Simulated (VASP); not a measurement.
# Mg2Sn (Fm-3m) in VASP: further runs

Mg2Sn is run at these levels: LDA; tasks: single point, relaxation of cell and atoms.

All numbers are computed with VASP 6.6.1; they aren't measurements. Logs are shortened: lines on timing, memory, paths and dates and some standing lists are left out, and cuts for length are marked.

### 1 The cell of the first run

It takes space group Fm-3m (No. 225, cubic). Conventional cell: a = 5.978 Å, b = 5.978 Å, c = 5.978 Å, α = 90.00°, β = 90.00°, γ = 90.00°. Mg (site symmetry -43m) has 4 Sn at 2.59 Å and 6 Mg at 2.99 Å within 3.4 Å. Within 3.4 Å of Sn (site symmetry m-3m) lie 8 Mg at 2.59 Å.

### 2 Single point, LDA

Input file INCAR:

```
SYSTEM = Mg2Sn
  ALGO = Normal
  EDIFF = 1E-6
  ENCUT = 600
  GGA_COMPAT = .FALSE.
  ISIF = 2
  ISMEAR = -1
  LASPH = .TRUE.
  LCHARG = .FALSE.
  LREAL = .FALSE.
  LWAVE = .FALSE.
  NBANDS = 16
  NELM = 120
  PREC = Accurate
  SIGMA = 0.08
```

Input file KPOINTS:

```
k-points
0
G
  10 10 10
  0 0 0
```

Input file POSCAR:

```
Mg2Sn
1.0
    0.0000000000      2.9890228246      2.9890228246
    2.9890228246      0.0000000000      2.9890228246
    2.9890228246      2.9890228246      0.0000000000
Mg Sn
2 1
Direct
    0.2500000000      0.2500000000      0.2500000000
    0.7500000000      0.7500000000      0.7500000000
    0.0000000000      0.0000000000      0.0000000000
```

Potentials or basis: VASP PAW LDA potentials, release 64 (Mg, Sn_d).

Command:

```
$ cat potpaw_LDA.64/Mg/POTCAR potpaw_LDA.64/Sn_d/POTCAR > POTCAR
$ mpirun -np 1 vasp_std > vasp.out
```

OUTCAR:

```text
SYSTEM = Mg2Sn
   EDIFF = 1E-6
   ENCUT = 600
   ISIF = 2
   ISMEAR = -1
   LASPH = .TRUE.
   LREAL = .FALSE.
   NELM = 120
   PREC = Accurate

 ion  position               nearest neighbor table
   1  0.250  0.250  0.250-   3 2.59   3 2.59   3 2.59   3 2.59   2 2.99   2 2.99   2 2.99   2 2.99
                             2 2.99   2 2.99
   2  0.750  0.750  0.750-   3 2.59   3 2.59   3 2.59   3 2.59   1 2.99   1 2.99   1 2.99   1 2.99
                             1 2.99   1 2.99
   3  0.000  0.000  0.000-   2 2.59   2 2.59   2 2.59   1 2.59   2 2.59   1 2.59   1 2.59   1 2.59

  LATTYP: Found a face centered cubic cell.
 ALAT       =     5.9780456492

  Lattice vectors:

 A1 = (   0.0000000000,   2.9890228246,   2.9890228246)
 A2 = (   2.9890228246,   0.0000000000,   2.9890228246)
 A3 = (   2.9890228246,   2.9890228246,   0.0000000000)

Analysis of symmetry for initial positions (statically):
=====================================================================
 Subroutine PRICEL returns:
 Original cell was already a primitive cell.

 Routine SETGRP: Setting up the symmetry group for a
 face centered cubic supercell.

 Subroutine GETGRP returns: Found 48 space group operations
 (whereof 48 operations were pure point group operations)
 out of a pool of 48 trial point group operations.

The static configuration has the point symmetry O_h .

Analysis of symmetry for dynamics (positions and initial velocities):
=====================================================================
 Subroutine PRICEL returns:
 Original cell was already a primitive cell.

 Routine SETGRP: Setting up the symmetry group for a
 face centered cubic supercell.

 Subroutine GETGRP returns: Found 48 space group operations
 (whereof 48 operations were pure point group operations)
 out of a pool of 48 trial point group operations.

The dynamic configuration has the point symmetry O_h .

 Subroutine INISYM returns: Found 48 space group operations
 (whereof 48 operations are pure point group operations),
 and found     1 'primitive' translations

----------------------------------------------------------------------------------------

                                     Primitive cell

  volume of cell :      53.4094

  direct lattice vectors                    reciprocal lattice vectors
     0.000000000  2.989022825  2.989022825    -0.167278749  0.167278749  0.167278749
     2.989022825  0.000000000  2.989022825     0.167278749 -0.167278749  0.167278749
     2.989022825  2.989022825  0.000000000     0.167278749  0.167278749 -0.167278749

  length of vectors
     4.227116617  4.227116617  4.227116617     0.289735293  0.289735293  0.289735293

  position of ions in fractional coordinates (direct lattice)
     0.250000000  0.250000000  0.250000000
     0.750000000  0.750000000  0.750000000
     0.000000000  0.000000000  0.000000000

  ion indices of the primitive-cell ions
   primitive index   ion index
                 1           1
                 2           2
                 3           3

----------------------------------------------------------------------------------------

 KPOINTS: k-points

Automatic generation of k-mesh.
 Grid dimensions read from file:
 generate k-points for:   10   10   10

 Generating k-lattice:

  Cartesian coordinates                     Fractional coordinates (reciprocal lattice)
    -0.016727875  0.016727875  0.016727875     0.100000000  0.000000000  0.000000000
     0.016727875 -0.016727875  0.016727875     0.000000000  0.100000000  0.000000000
     0.016727875  0.016727875 -0.016727875     0.000000000  0.000000000  0.100000000

  Length of vectors
     0.028973529  0.028973529  0.028973529

  Shift w.r.t. Gamma in fractional coordinates (k-lattice)
     0.000000000  0.000000000  0.000000000

 Subroutine IBZKPT returns following result:
 ===========================================

 Found     47 irreducible k-points:

 Following reciprocal coordinates:
            Coordinates               Weight
  0.000000  0.000000  0.000000      1.000000
  0.100000  0.000000  0.000000      8.000000
  0.200000  0.000000  0.000000      8.000000
  0.300000  0.000000  0.000000      8.000000
  0.400000  0.000000  0.000000      8.000000
  0.500000  0.000000  0.000000      4.000000
[... 16 lines left out ...]
  0.300000  0.300000  0.000000      6.000000
  0.400000  0.300000  0.000000     24.000000
 [... further k-points ...]
   k-points           NKPTS =     47   k-points in BZ     NKDIM =     47   number of bands    NBANDS=     16
   number of dos      NEDOS =    301   number of ions     NIONS =      3
   total plane-waves  NPLWV =  46656
   dimension x,y,z NGX =    36 NGY =   36 NGZ =   36
   dimension x,y,z NGXF=    72 NGYF=   72 NGZF=   72
   ions per type =               2   1
   NGX,Y,Z   is equivalent  to a cutoff of  14.16, 14.16, 14.16 a.u.
   NGXF,Y,Z  is equivalent  to a cutoff of  28.32, 28.32, 28.32 a.u.
 SYSTEM =  Mg2Sn
[... 62 lines left out ...]
 Fermi energy:         7.1350058102

 k-point     1 :       0.0000    0.0000    0.0000
  band No.  band energies     occupation
      1     -14.1180      2.00000
      2     -14.1180      2.00000
      3     -14.1180      2.00000
      4     -14.0197      2.00000
      5     -14.0197      2.00000
      6      -3.9203      2.00000
[... 8 lines left out ...]
     15      13.3359      0.00000
     16      13.9381      0.00000

 k-point     2 :       0.1000    0.0000    0.0000
  band No.  band energies     occupation
      1     -14.1179      2.00000
      2     -14.1167      2.00000
      3     -14.1167      2.00000
      4     -14.0195      2.00000
      5     -14.0195      2.00000
      6      -3.8044      2.00000
[... 8 lines left out ...]
     15      12.5071      0.00000
     16      13.8432      0.00000

 k-point     3 :       0.2000    0.0000    0.0000
  band No.  band energies     occupation
      1     -14.1175      2.00000
      2     -14.1133      2.00000
      3     -14.1133      2.00000
      4     -14.0190      2.00000
      5     -14.0190      2.00000
      6      -3.4634      2.00000
[... 8 lines left out ...]
     15      12.7210      0.00000
     16      13.7562      0.00000

 k-point     4 :       0.3000    0.0000    0.0000
  band No.  band energies     occupation
      1     -14.1172      2.00000
      2     -14.1094      2.00000
      3     -14.1094      2.00000
      4     -14.0180      2.00000
      5     -14.0180      2.00000
      6      -2.9263      2.00000
[... 8 lines left out ...]
     15      12.9785      0.00000
     16      15.1697      0.00000

 k-point     5 :       0.4000    0.0000    0.0000
  band No.  band energies     occupation
      1     -14.1171      2.00000
      2     -14.1065      2.00000
      3     -14.1065      2.00000
      4     -14.0170      2.00000
      5     -14.0170      2.00000
      6      -2.2957      2.00000
[... 8 lines left out ...]
     15      14.3448      0.00000
     16      16.7534      0.00000

 k-point     6 :       0.5000    0.0000    0.0000
  band No.  band energies     occupation
      1     -14.1170      2.00000
      2     -14.1054      2.00000
      3     -14.1054      2.00000
      4     -14.0166      2.00000
      5     -14.0166      2.00000
      6      -1.9401      2.00000
[... 8 lines left out ...]
     15      15.4885      0.00000
     16      16.8424      0.00000
[... 267 lines left out ...]
 k-point    21 :      -0.3000    0.2000    0.0000
  band No.  band energies     occupation
      1     -14.1132      2.00000
      2     -14.1086      2.00000
      3     -14.1041      2.00000
      4     -14.0180      2.00000
      5     -14.0174      2.00000
      6      -2.1546      2.00000
[... 8 lines left out ...]
     15      14.8449      0.00000
     16      15.8220      0.00000

 k-point    22 :      -0.2000    0.2000    0.0000
  band No.  band energies     occupation
      1     -14.1158      2.00000
      2     -14.1083      2.00000
      3     -14.1082      2.00000
      4     -14.0198      2.00000
      5     -14.0165      2.00000
      6      -2.7448      2.00000
[... 8 lines left out ...]
     15      15.3087      0.00000
     16      15.7750      0.00000

 k-point    23 :       0.3000    0.3000    0.0000
  band No.  band energies     occupation
      1     -14.1281      2.00000
      2     -14.0999      2.00000
      3     -14.0999      2.00000
      4     -14.0271      2.00000
      5     -14.0102      2.00000
      6      -2.5823      2.00000
[... 8 lines left out ...]
     15      16.1840      0.00000
     16      16.4232      0.00000

 k-point    24 :       0.4000    0.3000    0.0000
  band No.  band energies     occupation
      1     -14.1285      2.00000
      2     -14.0972      2.00000
      3     -14.0965      2.00000
      4     -14.0279      2.00000
      5     -14.0088      2.00000
      6      -2.0893      2.00000
[... 8 lines left out ...]
     15      16.5474      0.00000
     16      17.5742      0.00000

 [... further k-points ...]

------------------------ aborting loop because EDIFF is reached ----------------------------------------

  FORCE on cell =-STRESS in cart. coord.  units (eV):
  Direction    XX          YY          ZZ          XY          YZ          ZX
  --------------------------------------------------------------------------------------
  -------------------------------------------------------------------------------------
  Total        9.9296803      9.9296803      9.9296803      0.0000000     -0.0000000     -0.0000000
  in kB      297.8709564    297.8709564    297.8709564      0.0000000     -0.0000000     -0.0000000
  external PRESSURE =     297.8709564 kB  Pullay stress =       0.0000000 kB

 VOLUME and BASIS-vectors are now :
 -----------------------------------------------------------------------------
  energy-cutoff  :      600.00
  volume of cell :       53.41
      direct lattice vectors                 reciprocal lattice vectors
     0.000000000  2.989022825  2.989022825    -0.167278749  0.167278749  0.167278749
     2.989022825  0.000000000  2.989022825     0.167278749 -0.167278749  0.167278749
     2.989022825  2.989022825  0.000000000     0.167278749  0.167278749 -0.167278749

 POSITION                                       TOTAL-FORCE (eV/Angst)
 -----------------------------------------------------------------------------------
      1.49451      1.49451      1.49451        -0.000000      0.000000     -0.000000
      4.48353      4.48353      4.48353         0.000000      0.000000      0.000000
      0.00000      0.00000      0.00000         0.000000      0.000000     -0.000000
 -----------------------------------------------------------------------------------
    total drift:                               -0.000000      0.000000     -0.000000

  FREE ENERGIE OF THE ION-ELECTRON SYSTEM (eV)
  ---------------------------------------------------
  free  energy   TOTEN  =        -7.5197023366 eV

  energy  without entropy=       -7.5129926045  energy(sigma->0) =       -7.51634747
```

Run time: 49 s. Hardware: 1 thread of Oxide Virtual Turin-like, shared host; peak memory 0.17 GiB.

Results:

```
Free energy            : -7.5197 eV
Pressure               : 29.8 GPa
Band gap on the k mesh : zero (bands 9 and 10 overlap by 0.31 eV)
```

Levels at points of the mesh, in eV from the Fermi level:
| k point | band 5 | band 6 | band 7 | band 8 | band 9 | band 10 | band 11 | band 12 | band 13 | band 14 |
| --- | --- | --- | --- | --- | --- | --- | --- | --- | --- | --- |
| (0.00, 0.00, 0.00) | -21.15 | -11.06 | 0.05 | 0.05 | 0.05 | 2.93 | 2.93 | 2.93 | 3.64 | 6.20 |
| (0.50, 0.00, 0.00) | -21.15 | -9.08 | -6.19 | -0.97 | -0.97 | 2.33 | 2.59 | 2.59 | 4.57 | 8.35 |
| (0.50, 0.50, 0.00) | -21.14 | -8.27 | -5.71 | -2.70 | -2.70 | -0.27 | 0.59 | 8.19 | 9.00 | 9.00 |

Caveat: the cell stands under pressure; spin-orbit coupling is left out, which moves the levels of the heavy elements.

### 3 Single point, LDA

This run uses another cell than the first one, of 24.67 Å³/atom.

Input file INCAR:

```
SYSTEM = Mg2Sn
PREC     = Accurate       ! precision mode
ENCUT    = 600            ! plane-wave cutoff, eV
EDIFF    = 1E-6           ! SCF threshold, eV
ISMEAR   = -1             ! smearing method
SIGMA    = 0.08           ! smearing width, eV
LREAL    = .False.        ! projectors in reciprocal space
LASPH    = .True.         ! aspherical terms in the spheres
NELM     = 120            ! most SCF steps
ALGO     = Normal         ! electronic algorithm
ISIF     = 2              ! what is computed and relaxed
LWAVE    = .False.        ! write WAVECAR
LCHARG   = .True.         ! write CHGCAR
GGA      = CA             ! functional
LELF     = .True.         ! ELF
LVHAR    = .True.       
NBANDS   = 16             ! bands
GGA_COMPAT= .False.
```

Input file KPOINTS:

```
regular mesh
0
Gamma
  10 10 10
  0 0 0
```

Input file POSCAR:

```
Mg2Sn
1.0
    0.0000000000      3.3322173357      3.3322173357
    3.3322173357      0.0000000000      3.3322173357
    3.3322173357      3.3322173357      0.0000000000
Mg Sn
2 1
Direct
    0.2500000000      0.2500000000      0.2500000000
    0.7500000000      0.7500000000      0.7500000000
    0.0000000000      0.0000000000      0.0000000000
```

Potentials or basis: VASP PAW LDA potentials, release 64 (Mg, Sn_d).

Command:

```
$ cat potpaw_LDA.64/Mg/POTCAR potpaw_LDA.64/Sn_d/POTCAR > POTCAR
$ mpirun -np 1 vasp_std > vasp.out
```

Wall time 1.7 min (1 thread of Oxide Virtual Turin-like, shared host); peak memory 0.2 GiB.

Results (log left out):

```
Free energy            : -8.9405 eV
Pressure               : -0.3 GPa
Band gap on the k mesh : zero (bands 9 and 10 overlap by 0.11 eV)
```

Levels at points of the mesh, in eV from the Fermi level:
```csv
k point,band 5,band 6,band 7,band 8,band 9,band 10,band 11,band 12,band 13,band 14
"(0.00, 0.00, 0.00)",-20.85,-9.31,0.02,0.02,0.02,1.57,2.26,2.26,2.26,4.19
"(0.50, 0.00, 0.00)",-20.85,-7.99,-4.93,-0.83,-0.83,0.78,2.30,2.30,4.01,7.07
"(0.50, 0.50, 0.00)",-20.85,-7.46,-4.69,-2.14,-2.14,-0.09,0.15,7.40,7.40,7.59
```

Caveat: spin-orbit coupling is left out, which moves the levels of the heavy elements.

### 4 Relaxation of cell and atoms, LDA, target pressure 30 GPa, at which the enthalpy is minimised

This run uses another cell than the first one, of 24.67 Å³/atom.

Input file INCAR:

```
SYSTEM = Mg2Sn
PREC = Accurate
ENCUT = 600
EDIFF = 1E-7
ISMEAR = -1
SIGMA = 0.08
LREAL = .False.
LASPH = .True.
NELM = 120
ALGO = Normal
ISIF = 3
LWAVE = .False.
LCHARG = .False.
GGA = CA
IBRION = 2
NSW = 100
EDIFFG = -0.002
PSTRESS = 300.0
GGA_COMPAT = .False.
NELMIN = 4
```

KPOINTS is that of step 3.

POSCAR is that of step 3.

Command:

```
$ cat potpaw_LDA.64/Mg/POTCAR potpaw_LDA.64/Sn_d/POTCAR > POTCAR
$ mpirun -np 1 vasp_std > vasp.out
```

Run time: 6.6 min. Hardware: 1 thread of Oxide Virtual Turin-like, shared host; peak memory 0.21 GiB.

The run converged. Its results:

```
Free energy                                                : -7.5054 eV
Relaxed volume                                             : 17.78 Å³/atom
Relaxed cell                                               : a = 4.225 Å, b = 4.225 Å, c = 4.225 Å, α = 60.00°, β = 60.00°, γ = 60.00°
Space group after relaxing (to 0.1 Å)                      : Fm-3m (No. 225)
Energy change on relaxing (the run minimises the enthalpy) : +478.3 meV/atom
Ionic steps                                                : 7
Pressure after relaxing                                    : 30.0 GPa
Band gap on the k mesh                                     : zero (bands 9 and 10 overlap by 0.31 eV)
```

The path:
```csv
step,energy change (eV),largest force (eV/Å),pressure (GPa),volume (Å³)
1,0.0000,0.0000,-0.28,74.00
2,10.9924,0.0000,172.50,34.46
3,1.0996,0.0000,24.69,55.30
4,1.3230,0.0000,28.24,53.95
5,1.4367,0.0000,30.02,53.32
6,1.4336,0.0000,29.97,53.34
7,1.4350,0.0000,30.00,53.33
```

Final structure:
```xyz
3
Lattice="0.0000 2.9875 2.9875 2.9875 0.0000 2.9875 2.9875 2.9875 0.0000" Properties=species:S:1:pos:R:3 pbc="T T T"
Mg    1.4938    1.4938    1.4938
Mg    4.4813    4.4813    4.4813
Sn    0.0000    0.0000    0.0000
```

Levels at points of the mesh, in eV from the Fermi level:
```csv
k point,band 7,band 8,band 9,band 10,band 11,band 12
"(0.00, 0.00, 0.00)",0.05,0.05,0.05,2.93,2.93,2.93
"(0.50, 0.00, 0.00)",-6.19,-0.97,-0.97,2.34,2.59,2.59
"(0.50, 0.50, 0.00)",-5.72,-2.71,-2.71,-0.27,0.59,8.19
```

Caveat: the cell is relaxed towards a set pressure, so the run minimises the enthalpy, not the energy; the volume moved by over 15 % at a fixed basis, so the end points are rough; spin-orbit coupling is left out, which moves the levels of the heavy elements. LDA usually gives volumes a few per cent too small.

### 5 Relaxation of cell and atoms, LDA

This run uses another cell than the first one, of 25.50 Å³/atom.

Input file INCAR:

```
ALGO = Normal ; EDIFF = 1E-7
EDIFFG = -0.002 ; ENCUT = 600
GGA = CA ; GGA_COMPAT = False
IBRION = 2 ; ISIF = 3
ISMEAR = -1 ; LASPH = True
LCHARG = False ; LREAL = False
LWAVE = False ; NELM = 120
NELMIN = 4 ; NSW = 100
PREC = Accurate ; SIGMA = 0.08
```

Input file KPOINTS:

```
k-points
0
Gamma
  10 10 10
```

Input file POSCAR:

```
Mg2Sn
1.0
    0.0000000000      3.3695000000      3.3695000000
    3.3695000000      0.0000000000      3.3695000000
    3.3695000000      3.3695000000      0.0000000000
Mg Sn
2 1
Direct
    0.2500000000      0.2500000000      0.2500000000
    0.7500000000      0.7500000000      0.7500000000
    0.0000000000      0.0000000000      0.0000000000
```

Command:

```
$ cat potpaw_LDA.64/Mg/POTCAR potpaw_LDA.64/Sn_d/POTCAR > POTCAR
$ mpirun -np 1 vasp_std > vasp.out
```

Wall time 2.8 min (1 thread of Oxide Virtual Turin-like, shared host); peak memory 0.21 GiB.

It converged, with:

| Property | Result |
| --- | --- |
| Free energy | -8.9409 eV |
| Relaxed volume | 24.52 Å³/atom |
| Relaxed cell | a = 4.703 Å, b = 4.703 Å, c = 4.703 Å, α = 60.00°, β = 60.00°, γ = 60.00° |
| Space group after relaxing (to 0.1 Å) | Fm-3m (No. 225) |
| Energy gained by relaxing | 5.4 meV/atom |
| Ionic steps | 3 |
| Pressure after relaxing | 0.0 GPa |
| Band gap on the k mesh | zero (bands 9 and 10 overlap by 0.11 eV) |

Step by step:
```tsv
step	energy change (eV)	largest force (eV/Å)	pressure (GPa)	volume (Å³)
1	0.0000	0.0000	-1.72	76.51
2	-0.0163	0.0000	0.03	73.52
3	-0.0163	0.0000	-0.01	73.56
```

Final structure:
```xyz
3
Lattice="0.0000 3.3257 3.3257 3.3257 0.0000 3.3257 3.3257 3.3257 0.0000" Properties=species:S:1:pos:R:3 pbc="T T T"
Mg    1.6628    1.6628    1.6628
Mg    4.9885    4.9885    4.9885
Sn    0.0000    0.0000    0.0000
```

Levels at points of the mesh, in eV from the Fermi level:
| k point | band 7 | band 8 | band 9 | band 10 | band 11 | band 12 |
| --- | --- | --- | --- | --- | --- | --- |
| (0.00, 0.00, 0.00) | 0.02 | 0.02 | 0.02 | 1.61 | 2.26 | 2.26 |
| (0.50, 0.00, 0.00) | -4.95 | -0.83 | -0.83 | 0.80 | 2.30 | 2.30 |
| (0.50, 0.50, 0.00) | -4.71 | -2.15 | -2.15 | -0.08 | 0.14 | 7.43 |

Caveat: spin-orbit coupling is left out, which moves the levels of the heavy elements. LDA usually gives volumes a few per cent too small.

### 6 The runs side by side

```tsv
task	cell	gap on the mesh (eV)	pressure (GPa)
single point	a = 4.227 Å, angles 60.0°, 3 atoms	none	29.8
single point	a = 4.712 Å, angles 60.0°, 3 atoms	none	-0.3
relaxation of cell and atoms	relaxed to 30 GPa from a = 4.712 Å, angles 60.0°, 3 atoms	none	30.0
relaxation of cell and atoms	relaxed from a = 4.765 Å, angles 60.0°, 3 atoms	none	0.0
```

Alike in all rows: level LDA; potentials or basis VASP PAW LDA potentials, release 64 (Mg, Sn_d); no spin polarisation; k mesh 10 × 10 × 10; cutoff (eV) 600; smearing fermi-dirac 0.08 eV.

Caveats: spin-orbit coupling is left out, which moves the levels of the heavy elements; the cell stands under pressure (at least some runs); the cell is relaxed towards a set pressure, so the run minimises the enthalpy, not the energy (at least some runs); the volume moved by over 15 % at a fixed basis, so the end points are rough (at least some runs).

Absolute energies hang on the potentials; compare differences alone.
